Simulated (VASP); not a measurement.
# WF (R3m) in VASP: single point with PBE+U

Aim: the single point of WF with PBE+U.

All numbers are computed with VASP 6.6.1; they aren't measurements. Logs are shortened: lines on timing, memory, paths and dates and some standing lists are left out, and cuts for length are marked.

## 1. The cell of the first run

It takes space group R3m (No. 160, trigonal). The conventional cell has a = 2.732 Å, b = 2.732 Å, c = 15.209 Å, α = 90.00°, β = 90.00°, γ = 120.00°. Within 2.5 Å of W (site symmetry 3m) lie 1 F at 1.87 Å. Within 2.5 Å of F (site symmetry 3m) lie 1 W at 1.87 Å.

## 2. Single point, PBE+U

File POSCAR:

```
WF
1.0
    1.3658900000      0.7886000000      5.0696000000
   -1.3658900000      0.7886000000      5.0696000000
    0.0000000000     -1.5771900000      5.0696000000
W F
1 1
Direct
    0.8141200000      0.8141200000      0.8141200000
    0.9371200000      0.9371200000      0.9371200000
```

File INCAR.step1:

```
PREC = Accurate ; ENCUT = 520
EDIFF = 1E-7 ; ISMEAR = -1
SIGMA = 0.05 ; LREAL = False
LASPH = True ; NELM = 150
ALGO = Normal ; ISIF = 2
LWAVE = False ; LCHARG = True
LMAXMIX = 4 ; LDAU = True
LDAUTYPE = 2 ; LDAUL = 2 -1
LDAUU = 5 0 ; LDAUJ = 0 0
LDAUPRINT = 1 ; GGA = PE
NBANDS = 18
```

File KPOINTS.step1:

```
regular mesh
0
Gamma
  11 11 11
```

File INCAR.step2:

```
PREC = Accurate ; ENCUT = 520
EDIFF = 1E-7 ; ISMEAR = -5
SIGMA = 0.05 ; LREAL = False
LASPH = True ; NELM = 150
ALGO = Normal ; ISIF = 2
LWAVE = False ; LCHARG = False
LMAXMIX = 4 ; LDAU = True
LDAUTYPE = 2 ; LDAUL = 2 -1
LDAUU = 5 0 ; LDAUJ = 0 0
LDAUPRINT = 1 ; GGA = PE
LORBIT = 10 ; NBANDS = 18
NEDOS = 2001 ; ICHARG = 11
```

File KPOINTS.step2:

```
regular mesh
0
Gamma
  17 17 17
```

Potentials or basis: VASP PAW PBE potentials, release 64 (W_sv, F).

The run is started by

```
cat potpaw_PBE.64/W_sv/POTCAR potpaw_PBE.64/F/POTCAR > POTCAR
cp INCAR.step1 INCAR
cp KPOINTS.step1 KPOINTS
mpirun -np 1 vasp_std > vasp.out
cp INCAR.step2 INCAR
cp KPOINTS.step2 KPOINTS
mpirun -np 1 vasp_std > vasp.out
```

OUTCAR:

```text
PREC = Accurate
   ENCUT = 520
   EDIFF = 1E-7
   ISMEAR = -5
   LREAL = False
   LASPH = True
   NELM = 150
   ISIF = 2
   GGA = PE
   LORBIT = 10
   ICHARG = 11

 ion  position               nearest neighbor table
   1  0.814  0.814  0.814-   2 1.87
   2  0.937  0.937  0.937-   1 1.87

  LATTYP: Found a trigonal (rhomboedric) cell.
 ALAT       =     5.3092739251
 COS(alpha) =     0.8676295086

  Lattice vectors:

 A1 = (   1.3658900000,   0.7886000000,   5.0696000000)
 A2 = (  -1.3658900000,   0.7886000000,   5.0696000000)
 A3 = (   0.0000000000,  -1.5771900000,   5.0696000000)

Analysis of symmetry for initial positions (statically):
=====================================================================
 Subroutine PRICEL returns:
 Original cell was already a primitive cell.

 Routine SETGRP: Setting up the symmetry group for a
 trigonal (rhombohedral) supercell.

 Subroutine GETGRP returns: Found  6 space group operations
 (whereof  6 operations were pure point group operations)
 out of a pool of 12 trial point group operations.

The static configuration has the point symmetry C_3v.

Analysis of symmetry for dynamics (positions and initial velocities):
=====================================================================
 Subroutine PRICEL returns:
 Original cell was already a primitive cell.

 Routine SETGRP: Setting up the symmetry group for a
 trigonal (rhombohedral) supercell.

 Subroutine GETGRP returns: Found  6 space group operations
 (whereof  6 operations were pure point group operations)
 out of a pool of 12 trial point group operations.

The dynamic configuration has the point symmetry C_3v.

 Subroutine INISYM returns: Found  6 space group operations
 (whereof  6 operations are pure point group operations),
 and found     1 'primitive' translations

----------------------------------------------------------------------------------------

                                     Primitive cell

  volume of cell :      32.7639

  direct lattice vectors                    reciprocal lattice vectors
     1.365890000  0.788600000  5.069600000     0.366061689  0.211345893  0.065751268
    -1.365890000  0.788600000  5.069600000    -0.366061689  0.211345893  0.065751268
     0.000000000 -1.577190000  5.069600000     0.000000000 -0.422691786  0.065751685

  length of vectors
     5.309273925  5.309273925  5.309272309     0.427775029  0.427775029  0.427775210

  position of ions in fractional coordinates (direct lattice)
     0.814120000  0.814120000  0.814120000
     0.937120000  0.937120000  0.937120000

  ion indices of the primitive-cell ions
   primitive index   ion index
                 1           1
                 2           2

----------------------------------------------------------------------------------------

 KPOINTS: regular mesh

Automatic generation of k-mesh.
 Grid dimensions read from file:
 generate k-points for:   17   17   17

 Generating k-lattice:

  Cartesian coordinates                     Fractional coordinates (reciprocal lattice)
     0.021533041  0.012432111  0.003867722     0.058823529 -0.000000000  0.000000000
    -0.021533041  0.012432111  0.003867722    -0.000000000  0.058823529  0.000000000
     0.000000000 -0.024864223  0.003867746     0.000000000  0.000000000  0.058823529

  Length of vectors
     0.025163237  0.025163237  0.025163248

  Shift w.r.t. Gamma in fractional coordinates (k-lattice)
     0.000000000  0.000000000  0.000000000

 TETIRR: Found   2465 inequivalent tetrahedra from    29478

 Subroutine IBZKPT returns following result:
 ===========================================

 Found    489 irreducible k-points:

 Following reciprocal coordinates:
            Coordinates               Weight
  0.000000  0.000000  0.000000      1.000000
  0.058824  0.000000  0.000000      6.000000
  0.117647 -0.000000  0.000000      6.000000
  0.176471 -0.000000  0.000000      6.000000
  0.235294 -0.000000  0.000000      6.000000
  0.294118  0.000000  0.000000      6.000000
[... 16 lines left out ...]
 -0.176471  0.058824  0.000000     12.000000
 -0.117647  0.058824 -0.000000     12.000000
 [... further k-points ...]
   k-points           NKPTS =    489   k-points in BZ     NKDIM =    489   number of bands    NBANDS=     18
   number of dos      NEDOS =   2001   number of ions     NIONS =      2
   total plane-waves  NPLWV =  64000
   dimension x,y,z NGX =    40 NGY =   40 NGZ =   40
   dimension x,y,z NGXF=    80 NGYF=   80 NGZF=   80
   ions per type =               1   1
   NGX,Y,Z   is equivalent  to a cutoff of  12.52, 12.52, 12.52 a.u.
   NGXF,Y,Z  is equivalent  to a cutoff of  25.05, 25.05, 25.05 a.u.
 SYSTEM =  unknown system
   PREC   = accura    normal or accurate (medium, high low for compatibility)
   ISTART =      0    job   : 0-new  1-cont  2-samecut
   ICHARG =     11    charge: 1-file 2-atom 10-const
   ISPIN  =      1    spin polarized calculation?
   LNONCOLLINEAR =      F non collinear calculations
   LSORBIT =      F    spin-orbit coupling
   LASPH  =      T    aspherical Exc in radial PAW
   ENCUT  =  520.0 eV  38.22 Ry    6.18 a.u.   9.87  9.87  9.87*2*pi/ulx,y,z
   NELM   =    150;   NELMIN=  2; NELMDL=  0     # of ELM steps
   EDIFF  = 0.1E-06   stopping-criterion for ELM
   LREAL  =      F    real-space projection
   EDIFFG = 0.1E-05   stopping-criterion for IOM
   NSW    =      0    number of steps for IOM
   IBRION =     -1    ionic relax: 0-MD 1-quasi-New 2-CG
   NFREE  =      0    steps in history (QN), initial steepest desc. (CG)
   ISIF   =      2    stress and relaxation
   ISYM   =      2    0-nonsym 1-usesym 2-fastsym
   POTIM  = 0.5000    time-step for ionic-motion
   TEBEG  =    0.0;   TEEND  =   0.0 temperature during run
   PSTRESS=    0.0 pullay stress
   NELECT =      21.0000    total number of electrons
   NUPDOWN=      -1.0000    fix difference up-down
   EMIN   =  10.00;   EMAX   =-10.00  energy-range for DOS
   EFERMI =   0.00;   METHOD = LEGACY
   ISMEAR =    -5;   SIGMA  =   0.05  broadening in eV -4-tet -1-fermi 0-gaus
   EFERMI_NEDOS =   21; number of points for ismear=-14 and -15
   IALGO  =     38    algorithm
   IMIX   =      4    mixing-type and parameters
     AMIX     =   0.40;   BMIX     =  1.00
     AMIX_MAG =   1.60;   BMIX_MAG =  1.00
  volume/ion in A,a.u.               =      16.38       110.55
  Fermi-wavevector in a.u.,A,eV,Ry     =   1.411506  2.667360 27.107556  1.992349
  Thomas-Fermi vector in A             =   2.533350
   LORBIT       =     10    0 simple, 1 ext, 2 COOP (PROOUT), +10 PAW based schemes
 LDA+U is selected, type is set to LDAUTYPE =  2
   angular momentum for each species LDAUL =     2   -1
   U (eV)           for each species LDAUU =   5.0  0.0
   J (eV)           for each species LDAUJ =   0.0  0.0
   GGA     = PE    functional components
   LHFCALC =     F    Hartree Fock is set to
   AEXX    =    0.0000 exact exchange contribution
   IVDW    =     0    specifies the selected vdW correction
   LEPSILON=     F    determine dielectric tensor
   LRPA    =     F    only Hartree local field effects (RPA)
 non-spin polarized calculation
 Fermi weights with tetrahedron method with Bloechl corrections
  energy-cutoff  :      520.00
  volume of cell :       32.76
 maximum number of plane-waves:       895

atom =   1  type =  1  l = 2

 onsite density matrix

spin component  1

  0.4054  0.0000  0.0000  0.0003  0.0000
  0.0000  0.2772  0.0000  0.0000  0.0003
  0.0000  0.0000  0.2801 -0.0000 -0.0000
  0.0003  0.0000 -0.0000  0.2772 -0.0000
  0.0000  0.0003 -0.0000 -0.0000  0.4054

spin component  2

  0.4054  0.0000  0.0000  0.0003  0.0000
  0.0000  0.2772  0.0000  0.0000  0.0003
  0.0000  0.0000  0.2801 -0.0000 -0.0000
  0.0003  0.0000 -0.0000  0.2772 -0.0000
  0.0000  0.0003 -0.0000 -0.0000  0.4054

 occupancies and eigenvectors

  o =  0.2772  v =  0.0000  1.0000 -0.0000 -0.0000 -0.0024  0.0000  0.0000  0.0000  0.0000  0.0000      0.0000  0.0000  0.0000  0.0000  0.0000  0.0000  0.0000  0.0000  0.0000  0.0000
  o =  0.2772  v =  0.0000  0.0000  0.0000  0.0000  0.0000  0.0000  1.0000 -0.0000 -0.0000 -0.0024      0.0000  0.0000  0.0000  0.0000  0.0000  0.0000  0.0000  0.0000  0.0000  0.0000
  o =  0.2772  v = -0.0024  0.0000 -0.0000  1.0000 -0.0000  0.0000  0.0000  0.0000  0.0000  0.0000      0.0000  0.0000  0.0000  0.0000  0.0000  0.0000  0.0000  0.0000  0.0000  0.0000
  o =  0.2772  v =  0.0000  0.0000  0.0000  0.0000  0.0000 -0.0024  0.0000 -0.0000  1.0000 -0.0000      0.0000  0.0000  0.0000  0.0000  0.0000  0.0000  0.0000  0.0000  0.0000  0.0000
  o =  0.2801  v = -0.0000  0.0000  1.0000 -0.0000  0.0000  0.0000  0.0000  0.0000  0.0000  0.0000      0.0000  0.0000  0.0000  0.0000  0.0000  0.0000  0.0000  0.0000  0.0000  0.0000
  o =  0.2801  v =  0.0000  0.0000  0.0000  0.0000  0.0000 -0.0000  0.0000  1.0000 -0.0000  0.0000      0.0000  0.0000  0.0000  0.0000  0.0000  0.0000  0.0000  0.0000  0.0000  0.0000
  o =  0.4054  v =  0.0000  0.0000  0.0000  0.0000  0.0000  0.0000 -0.0024  0.0000  0.0000 -1.0000      0.0000  0.0000  0.0000  0.0000  0.0000  0.0000  0.0000  0.0000  0.0000  0.0000
  o =  0.4054  v =  0.0000 -0.0024  0.0000  0.0000 -1.0000  0.0000  0.0000  0.0000  0.0000  0.0000      0.0000  0.0000  0.0000  0.0000  0.0000  0.0000  0.0000  0.0000  0.0000  0.0000
  o =  0.4054  v =  0.0000  0.0000  0.0000  0.0000  0.0000  1.0000  0.0000  0.0000  0.0024  0.0000      0.0000  0.0000  0.0000  0.0000  0.0000  0.0000  0.0000  0.0000  0.0000  0.0000
  o =  0.4054  v =  1.0000  0.0000  0.0000  0.0024  0.0000  0.0000  0.0000  0.0000  0.0000  0.0000      0.0000  0.0000  0.0000  0.0000  0.0000  0.0000  0.0000  0.0000  0.0000  0.0000

 number of electron      21.0000005 magnetization

 Free energy of the ion-electron system (eV)
  ---------------------------------------------------
  ext. energy  EPLUGINS =         0.00000000
  ---------------------------------------------------
  free energy    TOTEN  =       -10.31974899 eV

  energy without entropy =      -10.31974899  energy(sigma->0) =      -10.31974899

 E-fermi :   4.9467     XC(G=0): -10.6989

 val. band max:        4.9674154282   @ k =  -0.2941   0.4118   0.0588
 cond. band min:       4.9242066275   @ k =   0.2353   0.1765   0.1765
 fundamental gap:     -0.0432088007
 Fermi energy:         4.9466870238

 k-point     1 :       0.0000    0.0000    0.0000
  band No.  band energies     occupation
      1     -69.9532      2.00000
      2     -34.6713      2.00000
      3     -33.2838      2.00000
      4     -33.2838      2.00000
      5     -19.3817      2.00000
      6      -2.1046      2.00000
[... 10 lines left out ...]
     17      19.0205      0.00000
     18      24.5420      0.00000

 k-point     2 :       0.0588    0.0000    0.0000
  band No.  band energies     occupation
      1     -69.9493      2.00000
      2     -34.6651      2.00000
      3     -33.3293      2.00000
      4     -33.2941      2.00000
      5     -19.3658      2.00000
      6      -1.9803      2.00000
[... 10 lines left out ...]
     17      19.3838      0.00000
     18      24.6097      0.00000

 k-point     3 :       0.1176   -0.0000    0.0000
  band No.  band energies     occupation
      1     -69.9379      2.00000
      2     -34.6473      2.00000
      3     -33.4586      2.00000
      4     -33.3236      2.00000
      5     -19.3206      2.00000
      6      -1.7672      2.00000
[... 412 lines left out ...]
 k-point    23 :      -0.1765    0.0588    0.0000
  band No.  band energies     occupation
      1     -69.9083      2.00000
      2     -34.6008      2.00000
      3     -33.7777      2.00000
      4     -33.4087      2.00000
      5     -19.2016      2.00000
      6      -1.5829      2.00000
[... 10 lines left out ...]
     17      21.4694      0.00000
     18      22.1803      0.00000

 k-point    24 :      -0.1176    0.0588   -0.0000
  band No.  band energies     occupation
      1     -69.9274      2.00000
      2     -34.6307      2.00000
      3     -33.5729      2.00000
      4     -33.3555      2.00000
      5     -19.2787      2.00000
      6      -1.6657      2.00000
[... 10 lines left out ...]
     17      21.2296      0.00000
     18      22.7617      0.00000

 [... further k-points ...]

------------------------ aborting loop because EDIFF is reached ----------------------------------------

  FORCE on cell =-STRESS in cart. coord.  units (eV):
  Direction    XX          YY          ZZ          XY          YZ          ZX
  --------------------------------------------------------------------------------------
  -------------------------------------------------------------------------------------
  Total        1.4543368      1.4543357      1.1714871     -0.0000000      0.0000008     -0.0000000
  in kB       71.1180690     71.1180163     57.2865237     -0.0000000      0.0000377     -0.0000000
  external PRESSURE =      66.5075363 kB  Pullay stress =       0.0000000 kB

 VOLUME and BASIS-vectors are now :
 -----------------------------------------------------------------------------
  energy-cutoff  :      520.00
  volume of cell :       32.76
      direct lattice vectors                 reciprocal lattice vectors
     1.365890000  0.788600000  5.069600000     0.366061689  0.211345893  0.065751268
    -1.365890000  0.788600000  5.069600000    -0.366061689  0.211345893  0.065751268
     0.000000000 -1.577190000  5.069600000     0.000000000 -0.422691786  0.065751685

 POSITION                                       TOTAL-FORCE (eV/Angst)
 -----------------------------------------------------------------------------------
      0.00000      0.00001     12.38179         0.000000     -0.000001     -1.011312
      0.00000      0.00001     14.25247         0.000000      0.000001      1.011312
 -----------------------------------------------------------------------------------
    total drift:                               -0.000000      0.000017      0.003896

  FREE ENERGIE OF THE ION-ELECTRON SYSTEM (eV)
  ---------------------------------------------------
  free  energy   TOTEN  =       -10.3197489909 eV

  energy  without entropy=      -10.3197489909  energy(sigma->0) =      -10.31974899

 total charge

# of ion       s       p       d       tot
------------------------------------------
    1        2.450   6.267   3.243  11.960
    2        1.751   4.320   0.000   6.072
--------------------------------------------------
tot          4.201  10.588   3.243  18.031
```

Wall time 15 min (1 thread of Intel Xeon 8259CL, shared host); peak memory 0.46 GiB.

Results:

```yaml
Valence_electrons_inside_the_program's_atomic_spheres: W 11.96; F 6.07
```

Levels at points of the mesh, in eV from the Fermi level:
```tsv
k point	band 7	band 8	band 9	band 10	band 11	band 12	band 13	band 14	band 15	band 16
(0.00, 0.00, 0.00)	-6.58	-4.15	-4.15	-0.38	-0.35	-0.35	4.02	4.02	5.69	11.23
```

Eigenvalues of the final occupation matrices:
```
    site  spin  trace               eigenvalues
site 1 d     1   1.65  0.28 0.28 0.28 0.41 0.41
site 1 d     2   1.65  0.28 0.28 0.28 0.41 0.41
```

Caveat: spin-orbit coupling is left out, which moves the levels of the heavy elements; an odd number of electrons without spin polarisation forces a metal; a magnetic or distorted state may lie lower; U without spin polarisation on a metal has little footing; tetrahedron occupations give inexact forces and stress in metals.
